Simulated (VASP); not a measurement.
# ZnS (F-43m) in VASP: notebook

Runs on ZnS. Level: PBE. Tasks: vibrations by perturbation theory, elastic constants.

All numbers are computed with VASP 6.6.1; they aren't measurements. Logs are shortened: lines on timing, memory, paths and dates and some standing lists are left out, and cuts for length are marked.

## (1) The cell of the first run

The structure is cubic, space group F-43m (No. 216). The conventional cell has a = 5.444 Å, b = 5.444 Å, c = 5.444 Å, α = 90.00°, β = 90.00°, γ = 90.00°. Zn (site symmetry -43m) has 4 S at 2.36 Å within 3.1 Å. Within 3.1 Å of S (site symmetry -43m) lie 4 Zn at 2.36 Å.

## (2) Vibrations by perturbation theory, PBE

File INCAR:

```
ALGO = Normal ; EDIFF = 1E-8
ENCUT = 520 ; GGA = PE
IBRION = 8 ; ISIF = 2
ISMEAR = 0 ; LASPH = T
LCHARG = F ; LEPSILON = T
LREAL = F ; LWAVE = F
NBANDS = 16 ; NELM = 60
NSW = 1 ; PREC = Accurate
SIGMA = 0.01
```

File KPOINTS:

```
k-points
0
Gamma
  6 6 6
```

File POSCAR:

```
ZnS
1.0
    0.0000000000      2.7220000000      2.7220000000
    2.7220000000      0.0000000000      2.7220000000
    2.7220000000      2.7220000000      0.0000000000
Zn S
1 1
Direct
    0.0000000000      0.0000000000      0.0000000000
    0.2500000000      0.2500000000      0.2500000000
```

Potentials or basis: VASP PAW PBE potentials, release 64 (Zn, S).

Started as:

```
$ cat potpaw_PBE.64/Zn/POTCAR potpaw_PBE.64/S/POTCAR > POTCAR
$ mpirun -np 1 vasp_std > vasp.out
```

OUTCAR:

```text
EDIFF = 1E-8
   ENCUT = 520
   GGA = PE
   IBRION = 8
   ISIF = 2
   ISMEAR = 0
   LASPH = T
   LEPSILON = T
   LREAL = F
   NELM = 60
   NSW = 1
   PREC = Accurate

 ion  position               nearest neighbor table
   1  0.000  0.000  0.000-   2 2.36   2 2.36   2 2.36   2 2.36
   2  0.250  0.250  0.250-   1 2.36   1 2.36   1 2.36   1 2.36

  LATTYP: Found a face centered cubic cell.
 ALAT       =     5.4440000000

  Lattice vectors:

 A1 = (   0.0000000000,   2.7220000000,   2.7220000000)
 A2 = (   2.7220000000,   0.0000000000,   2.7220000000)
 A3 = (   2.7220000000,   2.7220000000,   0.0000000000)

Analysis of symmetry for initial positions (statically):
=====================================================================
 Subroutine PRICEL returns:
 Original cell was already a primitive cell.

 Routine SETGRP: Setting up the symmetry group for a
 face centered cubic supercell.

 Subroutine GETGRP returns: Found 24 space group operations
 (whereof 24 operations were pure point group operations)
 out of a pool of 48 trial point group operations.

The static configuration has the point symmetry T_d .

Analysis of symmetry for dynamics (positions and initial velocities):
=====================================================================
 Subroutine PRICEL returns:
 Original cell was already a primitive cell.

 Routine SETGRP: Setting up the symmetry group for a
 face centered cubic supercell.

 Subroutine GETGRP returns: Found 24 space group operations
 (whereof 24 operations were pure point group operations)
 out of a pool of 48 trial point group operations.

The dynamic configuration has the point symmetry T_d .

 Subroutine INISYM returns: Found 24 space group operations
 (whereof 24 operations are pure point group operations),
 and found     1 'primitive' translations

----------------------------------------------------------------------------------------

                                     Primitive cell

  volume of cell :      40.3361

  direct lattice vectors                    reciprocal lattice vectors
     0.000000000  2.722000000  2.722000000    -0.183688464  0.183688464  0.183688464
     2.722000000  0.000000000  2.722000000     0.183688464 -0.183688464  0.183688464
     2.722000000  2.722000000  0.000000000     0.183688464  0.183688464 -0.183688464

  length of vectors
     3.849489317  3.849489317  3.849489317     0.318157753  0.318157753  0.318157753

  position of ions in fractional coordinates (direct lattice)
     0.000000000  0.000000000  0.000000000
     0.250000000  0.250000000  0.250000000

  ion indices of the primitive-cell ions
   primitive index   ion index
                 1           1
                 2           2

----------------------------------------------------------------------------------------

 KPOINTS: k-points

Automatic generation of k-mesh.
 Grid dimensions read from file:
 generate k-points for:    6    6    6

 Generating k-lattice:

[... 441 lines left out ...]
 ------------------------------------------------------

 Free energy of the ion-electron system (eV)
  ---------------------------------------------------
  ---------------------------------------------------
  free energy    TOTEN  =        -0.64493410 eV

  energy without entropy =       -0.64493410

------------------------ aborting loop because EDIFF is reached ----------------------------------------

--------------------------------------- Ionic step        2  -------------------------------------------

------------------------ aborting loop because EDIFF is reached ----------------------------------------

--------------------------------------- Ionic step        3  -------------------------------------------

------------------------ aborting loop because EDIFF is reached ----------------------------------------

 PIEZOELECTRIC TENSOR FIELD DIRECTION 3  (e Angst)
 -----------------------------------------------------------------------------
    -0.00025 -1.75322  0.00000           (  0.00000  0.02642  0.00000)
    -1.75322 -0.00025  0.00000           (  0.02642  0.00000  0.00000)
     0.00000  0.00000 -0.00065           (  0.00000  0.00000 -0.00000)

 PIEZOELECTRIC TENSOR FIELD DIRECTION 3  (C/m^2)
 -----------------------------------------------------------------------------
    -0.00010 -0.69639  0.00000
    -0.69639 -0.00010  0.00000
     0.00000  0.00000 -0.00026

--------------------------------------- Ionic step        4  -------------------------------------------

------------------------ aborting loop because EDIFF is reached ----------------------------------------

[... ionic steps 5 to 6 ...]

--------------------------------------- Ionic step        7  -------------------------------------------

 Free energy of the ion-electron system (eV)
  ---------------------------------------------------
  ---------------------------------------------------
  free energy    TOTEN  =        -0.10587507 eV

  energy without entropy =       -0.10587507

------------------------ aborting loop because EDIFF is reached ----------------------------------------

 INTERNAL STRAIN TENSOR  FOR ION    2  DIRECTION 1   (eV/Angst):
 -----------------------------------------------------------------------------
     0.01065  0.00000  0.00000
     0.00000  0.00564 -4.79429
     0.00000 -4.79429  0.00564

 MACROSCOPIC STATIC DIELECTRIC TENSOR (including local field effects in DFT)
 ------------------------------------------------------
           6.351419     0.000000     0.000000
           0.000000     6.351419    -0.000000
          -0.000000     0.000000     6.351419
 ------------------------------------------------------

 PIEZOELECTRIC TENSOR (including local field effects)  for field in x, y, z        (e  Angst)
          XX          YY          ZZ          XY          YZ          ZX
  --------------------------------------------------------------------------------
  x     0.00000     0.00000    -0.00000    -0.00000    -1.77541     0.00000
  y     0.00000    -0.00000     0.00000    -0.00000    -0.00000    -1.77541
  z     0.00000    -0.00000    -0.00000    -1.77541     0.00000    -0.00000

 PIEZOELECTRIC TENSOR (including local field effects)  for field in x, y, z        (C/m^2)
          XX          YY          ZZ          XY          YZ          ZX
  --------------------------------------------------------------------------------
  x     0.00000     0.00000    -0.00000    -0.00000    -0.70520     0.00000
  y     0.00000    -0.00000     0.00000    -0.00000    -0.00000    -0.70520
  z     0.00000    -0.00000    -0.00000    -0.70520     0.00000    -0.00000

 BORN EFFECTIVE CHARGES (including local field effects) (in |e|, cummulative output)
 ---------------------------------------------------------------------------------
 ion    1
    1     2.09150     0.00000    -0.00000
    2     0.00000     2.09150     0.00000
    3    -0.00000    -0.00000     2.09150
 ion    2
    1    -2.09150    -0.00000     0.00000
    2    -0.00000    -2.09150    -0.00000
    3     0.00000     0.00000    -2.09150

 INTERNAL STRAIN TENSOR FOR ION    2 for displacements in x,y,z  (eV/Angst):
          X           Y           Z          XY          YZ          ZX
  --------------------------------------------------------------------------------
  x     0.00000     0.00000     0.00000     0.00000    -4.79429     0.00000
  y    -0.00000     0.00000    -0.00000     0.00000     0.00000    -4.79429
  z     0.00000     0.00000     0.00000    -4.79429     0.00000     0.00000

 SECOND DERIVATIVES (NOT SYMMETRIZED)
 ------------------------------------
               1X          1Y          1Z          2X          2Y          2Z
  1X    -5.391302    0.000000    0.000000    5.391302    0.000000    0.000000
  1Y     0.000000   -5.391302    0.000000    0.000000    5.391302    0.000000
  1Z     0.000000    0.000000   -5.391302    0.000000    0.000000    5.391302
  2X     5.384408    0.000000    0.000000   -5.384408    0.000000    0.000000
  2Y     0.000000    5.384408    0.000000    0.000000   -5.384408    0.000000
  2Z     0.000000    0.000000    5.384408    0.000000    0.000000   -5.384408

 Eigenvectors and eigenvalues of the dynamical matrix
 ----------------------------------------------------

   1 f  =    7.822353 THz    49.149293 2PiTHz  260.925609 cm-1    32.350638 meV
             X         Y         Z           dx          dy          dz
      0.000000  0.000000  0.000000     0.000000    0.573858    0.000000
      1.361000  1.361000  1.361000     0.000000   -0.818955    0.000000
[... 21 lines left out ...]
   6 f/i=    0.002352 THz     0.014777 2PiTHz    0.078447 cm-1     0.009726 meV
             X         Y         Z           dx          dy          dz
      0.000000  0.000000  0.000000     0.000000    0.000000    0.818955
      1.361000  1.361000  1.361000     0.000000    0.000000    0.573858

--------------------------------------------------------------------------------------------------------

 MACROSCOPIC STATIC DIELECTRIC TENSOR IONIC CONTRIBUTION
 ------------------------------------------------------
           3.642277     0.000000    -0.000000
           0.000000     3.642277    -0.000000
          -0.000000    -0.000000     3.642277
 ------------------------------------------------------

 ELASTIC MODULI CONTR FROM IONIC RELAXATION (kBar)
 Direction    XX          YY          ZZ          XY          YZ          ZX
 --------------------------------------------------------------------------------
 XX          -0.0000     -0.0000     -0.0000      0.0000      0.0000     -0.0000
 YY          -0.0000     -0.0000     -0.0000      0.0000      0.0000      0.0000
 ZZ          -0.0000     -0.0000     -0.0000      0.0000      0.0000     -0.0000
 XY           0.0000      0.0000      0.0000   -169.1910      0.0000      0.0000
 YZ           0.0000      0.0000      0.0000      0.0000   -169.1910      0.0000
 ZX          -0.0000      0.0000     -0.0000      0.0000      0.0000   -169.1910
 --------------------------------------------------------------------------------

 PIEZOELECTRIC TENSOR IONIC CONTR  for field in x, y, z        (C/m^2)
          XX          YY          ZZ          XY          YZ          ZX
  --------------------------------------------------------------------------------
  x     0.00000    -0.00000    -0.00000    -0.00000     0.73866     0.00000
  y     0.00000    -0.00000     0.00000     0.00000     0.00000     0.73866
  z    -0.00000    -0.00000    -0.00000     0.73866    -0.00000    -0.00000
```

Wall time 7.9 min (1 thread of Intel Xeon Platinum 8375C at 2.90GHz (Ice Lake), shared host); peak memory 0.23 GiB.

What came out:

```
Electronic dielectric tensor (diagonal)                 : 6.35
Born charges (mean of the diagonal)                     : Zn +2.09; S -2.09 e
Highest phonon frequency at Γ, LO-TO splitting left out : 261 cm⁻¹
```

Phonon frequencies in cm⁻¹ (negative: imaginary):
```tsv
q point	frequencies
(0.000, 0.000, 0.000)	0 0 0 261 261 261
```

Electronic dielectric tensor:
```
6.35 0.00 0.00
0.00 6.35 0.00
0.00 0.00 6.35
```

Born effective charge tensors (e):
atom 1, Zn
```
2.09 0.00 0.00
0.00 2.09 0.00
0.00 0.00 2.09
```
atom 2, S
```
-2.09  0.00  0.00
 0.00 -2.09  0.00
 0.00  0.00 -2.09
```

## (3) Elastic constants, PBE

File INCAR:

```
PREC = Accurate
ENCUT = 600
EDIFF = 1E-8
ISMEAR = 0
SIGMA = 0.01
LREAL = F
LASPH = T
NELM = 100
ALGO = Normal
ISIF = 3
LWAVE = F
LCHARG = F
GGA = PE
IBRION = 6
NFREE = 2
POTIM = 0.015
NSW = 1
```

File KPOINTS:

```
regular mesh
0
Gamma
  6 6 6
```

POSCAR is that of step 2.

Potentials or basis: VASP PAW PBE potentials, release 64 (Zn, S).

Started as:

```
$ cat potpaw_PBE.64/Zn/POTCAR potpaw_PBE.64/S/POTCAR > POTCAR
$ mpirun -np 1 vasp_std > vasp.out
```

Wall time 8.1 min (1 thread of Intel Xeon Platinum 8375C at 2.90GHz (Ice Lake), shared host); peak memory 0.24 GiB.

It converged, with:

```
Elastic constants C11, C12, C44                         : 97, 56, 46 GPa
Voigt bulk modulus                                      : 70 GPa
Highest phonon frequency at Γ, LO-TO splitting left out : 261 cm⁻¹
```

Phonon frequencies in cm⁻¹ (negative: imaginary):
```
              q point        frequencies
(0.000, 0.000, 0.000)  0 0 0 261 261 261
```

Elastic tensor in Voigt notation (GPa, in the Cartesian axes of the cell as first typed):
```
97 56 56  0  0  0
56 97 56  0  0  0
56 56 97  0  0  0
 0  0  0 46  0  0
 0  0  0  0 46  0
 0  0  0  0  0 46
```

Clamped-ion elastic tensor (GPa):
```
97 56 56  0  0  0
56 97 56  0  0  0
56 56 97  0  0  0
 0  0  0 64  0  0
 0  0  0  0 64  0
 0  0  0  0  0 64
```
